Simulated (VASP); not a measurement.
A run of VASP 6.6.1 is set up as follows.

File INCAR:

```
SYSTEM = Tc
  PREC = Accurate
  ENCUT = 520
  EDIFF = 1E-6
  ISMEAR = -1
  SIGMA = 0.08
  LREAL = .FALSE.
  LASPH = .TRUE.
  NELM = 100
  ALGO = Normal
  ISIF = 2
  LWAVE = .FALSE.
  LCHARG = .FALSE.
  GGA = CA
  NBANDS = 20
```

Contents of KPOINTS:

```
Automatic mesh
0
G
  17 17 9
  0 0 0
```

The input POSCAR:

```
Tc
1.0
    2.7400001704      0.0000000000      0.0000000000
   -1.3700000852      2.3729097540      0.0000000000
    0.0000000000      0.0000000000      4.3540200000
Tc
2
Direct
    0.3333333333      0.6666666667      0.2500000000
    0.6666666667      0.3333333333      0.7500000000
```

Potentials or basis: VASP PAW LDA potentials, release 64 (Tc_pv).

Launch:

```bash
$ cat potpaw_LDA.64/Tc_pv/POTCAR > POTCAR
$ mpirun -np 1 vasp_std > vasp.out
```

(1) Estimate the pressure.

(2) Estimate the band gap on the k mesh.

Answers

(1) -8.6 GPa.

(2) zero (bands 13 and 14 overlap by 3.04 eV).

Caveat: the cell differs from its parent crystal (zz strain of -1 %); the cell stands under tension.
